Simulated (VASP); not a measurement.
# K2S (Fm-3m) in VASP: notebook

Aim: see how the results for K2S move with the level of theory and the settings. Levels: PBE, PBEsol. Tasks: single point.

Everything below comes from runs of VASP 6.6.1. Logs are shortened: lines on timing, memory, paths and dates and some standing lists are left out, and cuts for length are marked.

## 1. The cell of the first run

It takes space group Fm-3m (No. 225, cubic). The conventional cell has a = 7.391 Å, b = 7.391 Å, c = 7.391 Å, α = 90.00°, β = 90.00°, γ = 90.00°. K (site symmetry -43m) has 4 S at 3.20 Å and 6 K at 3.70 Å within 4.2 Å. Within 4.2 Å of S (site symmetry m-3m) lie 8 K at 3.20 Å.

## 2. Single point, PBE

INCAR

```
ALGO = Normal
EDIFF = 1E-6
ENCUT = 500
GGA = PE
GGA_COMPAT = F
ISIF = 2
ISMEAR = 0
LASPH = T
LCHARG = F
LREAL = F
LWAVE = F
NBANDS = 19
NELM = 120
PREC = Accurate
SIGMA = 0.05
```

KPOINTS

```
k-points
0
Gamma
  6 6 6
```

POSCAR

```
K2S
1.0
    0.0000000000      3.6954997636      3.6954997636
    3.6954997636      0.0000000000      3.6954997636
    3.6954997636      3.6954997636      0.0000000000
K S
2 1
Direct
    0.2500000000      0.2500000000      0.2500000000
    0.7500000000      0.7500000000      0.7500000000
    0.0000000000      0.0000000000      0.0000000000
```

Potentials or basis: VASP PAW PBE potentials, release 64 (K_sv, S).

Launch:

```console
$ cat potpaw_PBE.64/K_sv/POTCAR potpaw_PBE.64/S/POTCAR > POTCAR
$ mpirun -np 1 vasp_std > vasp.out
```

OUTCAR:

```text
EDIFF = 1E-6
   ENCUT = 500
   GGA = PE
   ISIF = 2
   ISMEAR = 0
   LASPH = T
   LREAL = F
   NELM = 120
   PREC = Accurate

 ion  position               nearest neighbor table
   1  0.250  0.250  0.250-   3 3.20   3 3.20   3 3.20   3 3.20   2 3.70   2 3.70   2 3.70   2 3.70
                             2 3.70   2 3.70
   2  0.750  0.750  0.750-   3 3.20   3 3.20   3 3.20   3 3.20   1 3.70   1 3.70   1 3.70   1 3.70
                             1 3.70   1 3.70
   3  0.000  0.000  0.000-   2 3.20   2 3.20   2 3.20   1 3.20   2 3.20   1 3.20   1 3.20   1 3.20

  LATTYP: Found a face centered cubic cell.
 ALAT       =     7.3909995272

  Lattice vectors:

 A1 = (   0.0000000000,   3.6954997636,   3.6954997636)
 A2 = (   3.6954997636,   0.0000000000,   3.6954997636)
 A3 = (   3.6954997636,   3.6954997636,   0.0000000000)

Analysis of symmetry for initial positions (statically):
=====================================================================
 Subroutine PRICEL returns:
 Original cell was already a primitive cell.

 Routine SETGRP: Setting up the symmetry group for a
 face centered cubic supercell.

 Subroutine GETGRP returns: Found 48 space group operations
 (whereof 48 operations were pure point group operations)
 out of a pool of 48 trial point group operations.

The static configuration has the point symmetry O_h .

Analysis of symmetry for dynamics (positions and initial velocities):
=====================================================================
 Subroutine PRICEL returns:
 Original cell was already a primitive cell.

 Routine SETGRP: Setting up the symmetry group for a
 face centered cubic supercell.

 Subroutine GETGRP returns: Found 48 space group operations
 (whereof 48 operations were pure point group operations)
 out of a pool of 48 trial point group operations.

The dynamic configuration has the point symmetry O_h .

 Subroutine INISYM returns: Found 48 space group operations
 (whereof 48 operations are pure point group operations),
 and found     1 'primitive' translations

----------------------------------------------------------------------------------------

                                     Primitive cell

  volume of cell :     100.9368

  direct lattice vectors                    reciprocal lattice vectors
     0.000000000  3.695499764  3.695499764    -0.135299697  0.135299697  0.135299697
     3.695499764  0.000000000  3.695499764     0.135299697 -0.135299697  0.135299697
[... 78 lines left out ...]
   EDIFF  = 0.1E-05   stopping-criterion for ELM
   LREAL  =      F    real-space projection
   EDIFFG = 0.1E-04   stopping-criterion for IOM
   NSW    =      0    number of steps for IOM
   IBRION =     -1    ionic relax: 0-MD 1-quasi-New 2-CG
   NFREE  =      0    steps in history (QN), initial steepest desc. (CG)
   ISIF   =      2    stress and relaxation
   ISYM   =      2    0-nonsym 1-usesym 2-fastsym
   POTIM  = 0.5000    time-step for ionic-motion
   TEBEG  =    0.0;   TEEND  =   0.0 temperature during run
   PSTRESS=    0.0 pullay stress
   NELECT =      24.0000    total number of electrons
   NUPDOWN=      -1.0000    fix difference up-down
   EMIN   =  10.00;   EMAX   =-10.00  energy-range for DOS
   EFERMI =   0.00;   METHOD = LEGACY
   ISMEAR =     0;   SIGMA  =   0.05  broadening in eV -4-tet -1-fermi 0-gaus
   EFERMI_NEDOS =   21; number of points for ismear=-14 and -15
   IALGO  =     38    algorithm
   IMIX   =      4    mixing-type and parameters
     AMIX     =   0.40;   BMIX     =  1.00
     AMIX_MAG =   1.60;   BMIX_MAG =  1.00
  volume/ion in A,a.u.               =      33.65       227.05
  Fermi-wavevector in a.u.,A,eV,Ry     =   1.014212  1.916583 13.995305  1.028626
  Thomas-Fermi vector in A             =   2.147426
   LORBIT       =      0    0 simple, 1 ext, 2 COOP (PROOUT), +10 PAW based schemes
   GGA     = PE    functional components
   LHFCALC =     F    Hartree Fock is set to
   AEXX    =    0.0000 exact exchange contribution
   IVDW    =     0    specifies the selected vdW correction
   LEPSILON=     F    determine dielectric tensor
   LRPA    =     F    only Hartree local field effects (RPA)
 non-spin polarized calculation
 Gauss-broadening in eV      SIGMA  =   0.05
  energy-cutoff  :      500.00
  volume of cell :      100.94
 maximum number of plane-waves:      2637
 NGX is ok and might be reduce to    40
   NGX = 19   NGY = 19   NGZ = 19

 number of electron      23.9999996 magnetization

 Free energy of the ion-electron system (eV)
  ---------------------------------------------------
  ext. energy  EPLUGINS =         0.00000000
  ---------------------------------------------------
  free energy    TOTEN  =        -9.41450085 eV

  energy without entropy =       -9.41450085  energy(sigma->0) =       -9.41450085

 E-fermi :  -0.0717     XC(G=0):  -7.3579

 val. band max:       -0.3282313494   @ k =   0.5000   0.5000   0.0000
 cond. band min:       2.0659324338   @ k =   0.0000   0.0000   0.0000
 fundamental gap:      2.3941637833
 Fermi energy:        -0.0716701422

 k-point     1 :       0.0000    0.0000    0.0000
  band No.  band energies     occupation
      1     -29.5377      2.00000
      2     -29.4536      2.00000
      3     -13.1334      2.00000
      4     -13.1334      2.00000
      5     -13.1334      2.00000
      6     -12.8923      2.00000
[... 329 lines left out ...]
      6     -12.9428      2.00000
[... 11 lines left out ...]
     18       7.2215      0.00000
     19       7.5248      0.00000

------------------------ aborting loop because EDIFF is reached ----------------------------------------

  FORCE on cell =-STRESS in cart. coord.  units (eV):
  Direction    XX          YY          ZZ          XY          YZ          ZX
  --------------------------------------------------------------------------------------
  -------------------------------------------------------------------------------------
  Total        0.3758248      0.3758248      0.3758248      0.0000000      0.0000000     -0.0000000
  in kB        5.9654952      5.9654952      5.9654952      0.0000000      0.0000000     -0.0000000
  external PRESSURE =       5.9654952 kB  Pullay stress =       0.0000000 kB

 VOLUME and BASIS-vectors are now :
 -----------------------------------------------------------------------------
  energy-cutoff  :      500.00
  volume of cell :      100.94
      direct lattice vectors                 reciprocal lattice vectors
     0.000000000  3.695499764  3.695499764    -0.135299697  0.135299697  0.135299697
     3.695499764  0.000000000  3.695499764     0.135299697 -0.135299697  0.135299697
     3.695499764  3.695499764  0.000000000     0.135299697  0.135299697 -0.135299697

 POSITION                                       TOTAL-FORCE (eV/Angst)
 -----------------------------------------------------------------------------------
      1.84775      1.84775      1.84775         0.000000      0.000000      0.000000
      5.54325      5.54325      5.54325        -0.000000     -0.000000     -0.000000
      0.00000      0.00000      0.00000        -0.000000     -0.000000     -0.000000
 -----------------------------------------------------------------------------------
    total drift:                               -0.000000     -0.000000      0.000000

  FREE ENERGIE OF THE ION-ELECTRON SYSTEM (eV)
  ---------------------------------------------------
  free  energy   TOTEN  =        -9.4145008454 eV

  energy  without entropy=       -9.4145008454  energy(sigma->0) =       -9.41450085
```

OSZICAR:

```text
N       E                     dE             d eps       ncg     rms          rms(c)
DAV:   1     0.149322198717E+03    0.14932E+03   -0.10677E+04   608   0.105E+03
DAV:   2     0.126848918048E+01   -0.14805E+03   -0.14422E+03   680   0.298E+02
DAV:   3    -0.105685882365E+02   -0.11837E+02   -0.11799E+02  1082   0.647E+01
DAV:   4    -0.108444491201E+02   -0.27586E+00   -0.27572E+00   864   0.933E+00
DAV:   5    -0.108562658839E+02   -0.11817E-01   -0.11816E-01   989   0.130E+00    0.531E+00
DAV:   6    -0.947944251658E+01    0.13768E+01   -0.37022E+00   825   0.735E+00    0.482E+00
DAV:   7    -0.939652513345E+01    0.82917E-01   -0.98377E-01   797   0.319E+00    0.352E+00
DAV:   8    -0.942582204087E+01   -0.29297E-01   -0.28470E-01   693   0.204E+00    0.106E+00
DAV:   9    -0.940869721173E+01    0.17125E-01   -0.98382E-02   700   0.904E-01    0.543E-01
DAV:  10    -0.941476395067E+01   -0.60667E-02   -0.11825E-02   683   0.408E-01    0.164E-01
DAV:  11    -0.941422131782E+01    0.54263E-03   -0.58846E-03   702   0.239E-01    0.105E-01
DAV:  12    -0.941450498850E+01   -0.28367E-03   -0.21083E-03   697   0.133E-01    0.113E-01
DAV:  13    -0.941449771371E+01    0.72748E-05   -0.80936E-04   699   0.897E-02    0.169E-02
DAV:  14    -0.941450071917E+01   -0.30055E-05   -0.26530E-05   706   0.238E-02    0.126E-02
DAV:  15    -0.941450084537E+01   -0.12620E-06   -0.49777E-06   598   0.720E-03
   1 F= -.94145008E+01 E0= -.94145008E+01  d E =-.373375E-14
```

stdout:

```text
POSCAR found type information on POSCAR K S
 POSCAR found :  2 types and       3 ions
 scaLAPACK will be used
 LDA part: xc-table for (Slater+PW92), standard interpolation
 POSCAR, INCAR and KPOINTS ok, starting setup
 FFT: planning ... GRIDC
 FFT: planning ... GRID_SOFT
 FFT: planning ... GRID
 WAVECAR not read
 entering main loop
```

Run time: 50 s. Hardware: 1 thread of Intel Xeon 8259CL, shared host; peak memory 0.24 GiB.

What came out:

```
Free energy            : -9.4145 eV
Pressure               : 0.6 GPa
Band gap on the k mesh : 2.39 eV (least direct gap 2.59 eV)
```

A k mesh can miss the band edges. PBE gaps usually lie below the measured ones, often by a third to a half.

## 3. Single point, PBEsol

INCAR

```
PREC     = Accurate       # precision mode
ENCUT    = 500            # plane-wave cutoff, eV
EDIFF    = 1E-6           # SCF threshold, eV
ISMEAR   = 0              # smearing method
SIGMA    = 0.05           # smearing width, eV
LREAL    = False          # projectors in reciprocal space
LASPH    = True           # aspherical terms in the spheres
NELM     = 120            # most SCF steps
ALGO     = Normal         # electronic algorithm
ISIF     = 2              # what is computed and relaxed
LWAVE    = False          # write WAVECAR
LCHARG   = True           # write CHGCAR
GGA      = PS             # functional
LELF     = True           # ELF
LVHAR    = True         
NBANDS   = 19             # bands
GGA_COMPAT= False
```

KPOINTS

```
Automatic mesh
0
Gamma
  6 6 6
```

POSCAR is that of step 2.

Potentials or basis: VASP PAW PBE potentials, release 64 (K_sv, S).

Launch:

```console
$ cat potpaw_PBE.64/K_sv/POTCAR potpaw_PBE.64/S/POTCAR > POTCAR
$ mpirun -np 1 vasp_std > vasp.out
```

Run time: 63 s. Hardware: 1 thread of Intel Xeon 8259CL, shared host; peak memory 0.24 GiB.

It converged, with:

* Free energy: -9.8617 eV
* Pressure: -0.4 GPa
* Band gap on the k mesh: 2.29 eV (least direct gap 2.50 eV)

Levels at points of the mesh, in eV from the valence-band top:
```
           k point  band 9  band 10  band 11  band 12  band 13  band 14  band 15  band 16
(0.00, 0.00, 0.00)   -9.59    -0.20    -0.20    -0.20     2.29     5.41     5.41     7.47
(0.50, 0.00, 0.00)   -9.38    -0.64    -0.07    -0.07     4.64     4.96     5.77     5.77
(0.50, 0.50, 0.00)   -9.33    -0.77     0.00     0.00     3.42     5.24     6.58     6.58
```

Caveat: the PAW data sets were made with another functional, which shifts forces and pressure a little.
